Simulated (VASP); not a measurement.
# TaN (Fm-3m) in VASP: further runs, part 2 of 2

VASP 6.6.1.

## Step 4: Single point, PBEsol

This run uses another cell than the first one, of 10.81 Å³/atom, 0.943 times its volume.

Input file INCAR:

```
PREC     = Accurate       # precision mode
ENCUT    = 520            # plane-wave cutoff, eV
EDIFF    = 1E-6           # SCF threshold, eV
ISMEAR   = -1             # smearing method
SIGMA    = 0.05           # smearing width, eV
LREAL    = F              # projectors in reciprocal space
LASPH    = T              # aspherical terms in the spheres
NELM     = 100            # most SCF steps
ALGO     = Normal         # electronic algorithm
ISIF     = 2              # what is computed and relaxed
LWAVE    = F              # write WAVECAR
LCHARG   = F              # write CHGCAR
GGA      = PS             # functional
NBANDS   = 15             # bands
```

Input file KPOINTS:

```
regular mesh
0
Gamma
  10 10 10
```

Input file POSCAR:

```
TaN
1.0
    0.0000000000      2.2113230000      2.2113230000
    2.2113230000      0.0000000000      2.2113230000
    2.2113230000      2.2113230000      0.0000000000
Ta N
1 1
Direct
    0.5000000000      0.5000000000      0.5000000000
    0.0000000000      0.0000000000      0.0000000000
```

Potentials or basis: VASP PAW PBE potentials, release 64 (Ta_pv, N).

Command:

```
$ cat potpaw_PBE.64/Ta_pv/POTCAR potpaw_PBE.64/N/POTCAR > POTCAR
$ mpirun -np 1 vasp_std > vasp.out
```

OUTCAR:

```text
PREC = Accurate
   ENCUT = 520
   EDIFF = 1E-6
   ISMEAR = -1
   LREAL = F
   LASPH = T
   NELM = 100
   ISIF = 2
   GGA = PS

 ion  position               nearest neighbor table
   1  0.500  0.500  0.500-   2 2.21   2 2.21   2 2.21   2 2.21   2 2.21   2 2.21
   2  0.000  0.000  0.000-   1 2.21   1 2.21   1 2.21   1 2.21   1 2.21   1 2.21

  LATTYP: Found a face centered cubic cell.
 ALAT       =     4.4226460000

  Lattice vectors:

 A1 = (   0.0000000000,   2.2113230000,   2.2113230000)
 A2 = (   2.2113230000,   0.0000000000,   2.2113230000)
 A3 = (   2.2113230000,   2.2113230000,   0.0000000000)

Analysis of symmetry for initial positions (statically):
=====================================================================
 Subroutine PRICEL returns:
 Original cell was already a primitive cell.

 Routine SETGRP: Setting up the symmetry group for a
 face centered cubic supercell.

 Subroutine GETGRP returns: Found 48 space group operations
 (whereof 48 operations were pure point group operations)
 out of a pool of 48 trial point group operations.

The static configuration has the point symmetry O_h .

Analysis of symmetry for dynamics (positions and initial velocities):
=====================================================================
 Subroutine PRICEL returns:
 Original cell was already a primitive cell.

 Routine SETGRP: Setting up the symmetry group for a
 face centered cubic supercell.

 Subroutine GETGRP returns: Found 48 space group operations
 (whereof 48 operations were pure point group operations)
 out of a pool of 48 trial point group operations.

The dynamic configuration has the point symmetry O_h .

 Subroutine INISYM returns: Found 48 space group operations
 (whereof 48 operations are pure point group operations),
 and found     1 'primitive' translations

----------------------------------------------------------------------------------------

                                     Primitive cell

  volume of cell :      21.6265

  direct lattice vectors                    reciprocal lattice vectors
[... 117 lines left out ...]
   LRPA    =     F    only Hartree local field effects (RPA)
 non-spin polarized calculation
  energy-cutoff  :      520.00
  volume of cell :       21.63
 maximum number of plane-waves:       592
   NGX = 11   NGY = 11   NGZ = 11

 number of electron      16.0000003 magnetization

 Free energy of the ion-electron system (eV)
  ---------------------------------------------------
  ext. energy  EPLUGINS =         0.00000000
  ---------------------------------------------------
  free energy    TOTEN  =       -23.20791968 eV

  energy without entropy =      -23.20174578  energy(sigma->0) =      -23.20483273

 E-fermi :   9.2096     XC(G=0): -13.4968

 val. band max:        9.2013858861   @ k =   0.0000   0.0000   0.0000
 cond. band min:       9.2485763902   @ k =  -0.3000   0.3000   0.1000
 fundamental gap:      0.0471905041
 Fermi energy:         9.2096121862

 k-point     1 :       0.0000    0.0000    0.0000
  band No.  band energies     occupation
      1     -26.5660      2.00000
      2     -26.5660      2.00000
      3     -26.5660      2.00000
      4      -9.4737      2.00000
      5       5.4498      2.00000
      6       5.4498      2.00000
      7       5.4498      2.00000
      8       7.0983      2.00000
      9       7.0983      2.00000
     10       7.0983      2.00000
     11       9.2014      1.08208
     12       9.2014      1.08208
     13      10.5860      0.00000
     14      18.5535      0.00000
[... 401 lines left out ...]
      2     -26.7955      2.00000
      3     -26.7713      2.00000
      4      -7.9170      2.00000
      5       1.3186      2.00000
      6       3.3769      2.00000
      7       4.0597      2.00000
      8       5.3767      2.00000
      9      11.2778      0.00000
     10      12.0446      0.00000
     11      12.1223      0.00000
     12      12.9372      0.00000
     13      17.4091      0.00000
     14      19.6105      0.00000
     15      21.5127      0.00000

 [... further k-points ...]

------------------------ aborting loop because EDIFF is reached ----------------------------------------

  FORCE on cell =-STRESS in cart. coord.  units (eV):
  Direction    XX          YY          ZZ          XY          YZ          ZX
  --------------------------------------------------------------------------------------
  -------------------------------------------------------------------------------------
  Total       -1.3353676     -1.3353676     -1.3353676     -0.0000000     -0.0000000      0.0000000
  in kB      -98.9292839    -98.9292839    -98.9292839     -0.0000000     -0.0000000      0.0000000
  external PRESSURE =     -98.9292839 kB  Pullay stress =       0.0000000 kB

 VOLUME and BASIS-vectors are now :
 -----------------------------------------------------------------------------
  energy-cutoff  :      520.00
  volume of cell :       21.63
      direct lattice vectors                 reciprocal lattice vectors
     0.000000000  2.211323000  2.211323000    -0.226108985  0.226108985  0.226108985
     2.211323000  0.000000000  2.211323000     0.226108985 -0.226108985  0.226108985
     2.211323000  2.211323000  0.000000000     0.226108985  0.226108985 -0.226108985

 POSITION                                       TOTAL-FORCE (eV/Angst)
 -----------------------------------------------------------------------------------
      2.21132      2.21132      2.21132        -0.000000     -0.000000      0.000000
      0.00000      0.00000      0.00000         0.000000      0.000000     -0.000000
 -----------------------------------------------------------------------------------
    total drift:                                0.000000     -0.000000     -0.000000

  FREE ENERGIE OF THE ION-ELECTRON SYSTEM (eV)
  ---------------------------------------------------
  free  energy   TOTEN  =       -23.2079196771 eV

  energy  without entropy=      -23.2017457754  energy(sigma->0) =      -23.20483273
```

It took 4.8 s on 1 thread of Intel Xeon 6975P-C (Granite Rapids), shared host; peak memory 0.14 GiB.

Results:

| Item | Value |
| --- | --- |
| Free energy | -23.2079 eV |
| Pressure | -9.9 GPa |
| Band gap on the k mesh | zero (band 8 reaches 11.03 eV, above the bottom of band 9 at 7.10 eV) |

Levels at points of the mesh, in eV from the Fermi level:
```tsv
k point	band 5	band 6	band 7	band 8	band 9	band 10	band 11	band 12
(0.00, 0.00, 0.00)	-3.76	-3.76	-3.76	-2.11	-2.11	-2.11	-0.01	-0.01
(0.50, 0.00, 0.00)	-10.28	-7.48	-7.48	1.82	1.82	1.93	3.72	7.35
(0.50, 0.50, 0.00)	-6.62	-5.41	-4.59	-4.59	2.00	3.43	3.43	4.36
```

Caveat: the PAW data sets were made with another functional, which shifts forces and pressure a little; spin-orbit coupling is left out, which moves the levels of the heavy elements.

## Step 5: Single point, LDA

This run uses another cell than the first one, of 10.81 Å³/atom, 0.943 times its volume.

Input file INCAR:

```
PREC     = Accurate       # precision mode
ENCUT    = 520            # plane-wave cutoff, eV
EDIFF    = 1E-6           # SCF threshold, eV
ISMEAR   = 0              # smearing method
SIGMA    = 0.05           # smearing width, eV
LREAL    = F              # projectors in reciprocal space
LASPH    = T              # aspherical terms in the spheres
NELM     = 80             # most SCF steps
ALGO     = Normal         # electronic algorithm
ISIF     = 2              # what is computed and relaxed
LWAVE    = F              # write WAVECAR
LCHARG   = F              # write CHGCAR
NBANDS   = 15             # bands
```

Input file KPOINTS:

```
Automatic mesh
0
Gamma
  10 10 10
```

POSCAR is that of step 4.

Potentials or basis: VASP PAW LDA potentials, release 64 (Ta_pv, N).

Command:

```
$ cat potpaw_LDA.64/Ta_pv/POTCAR potpaw_LDA.64/N/POTCAR > POTCAR
$ mpirun -np 1 vasp_std > vasp.out
```

Run time: 4.9 s. Hardware: 1 thread of Intel Xeon 6975P-C (Granite Rapids), shared host; peak memory 0.14 GiB.

It converged, with:

* Free energy: -24.1133 eV
* Pressure: -15.5 GPa
* Band gap on the k mesh: zero (band 8 reaches 11.02 eV, above the bottom of band 9 at 7.11 eV)

Levels at points of the mesh, in eV from the Fermi level:
| k point | band 6 | band 7 | band 8 | band 9 | band 10 | band 11 |
| --- | --- | --- | --- | --- | --- | --- |
| (0.00, 0.00, 0.00) | -3.74 | -3.74 | -2.13 | -2.13 | -2.13 | -0.05 |
| (0.50, 0.00, 0.00) | -7.48 | -7.48 | 1.78 | 1.78 | 1.90 | 3.86 |
| (0.50, 0.50, 0.00) | -5.40 | -4.55 | -4.55 | 1.95 | 3.38 | 3.38 |

Caveat: spin-orbit coupling is left out, which moves the levels of the heavy elements.

## Step 6: Overview

```csv
level,potentials or basis,cell,smearing,gap on the mesh (eV),pressure (GPa)
LDA,"VASP PAW LDA potentials, release 64 (Ta_pv, N)","a = 3.189 Å, angles 60.0°, 2 atoms",fermi-dirac 0.05 eV,none,-31.0
RPBE,"VASP PAW PBE potentials, release 64 (Ta_pv, N)","a = 3.127 Å, angles 60.0°, 2 atoms",gaussian 0.02 eV,none,4.0
PBEsol,"VASP PAW PBE potentials, release 64 (Ta_pv, N)","a = 3.127 Å, angles 60.0°, 2 atoms",fermi-dirac 0.05 eV,none,-9.9
LDA,"VASP PAW LDA potentials, release 64 (Ta_pv, N)","a = 3.127 Å, angles 60.0°, 2 atoms",gaussian 0.05 eV,none,-15.5
```

Alike in all rows: task single point; no spin polarisation; k mesh 10 × 10 × 10; cutoff (eV) 520.

Caveats: spin-orbit coupling is left out, which moves the levels of the heavy elements; the PAW data sets were made with another functional, which shifts forces and pressure a little (some runs).

Absolute energies hang on the potentials; compare differences alone.
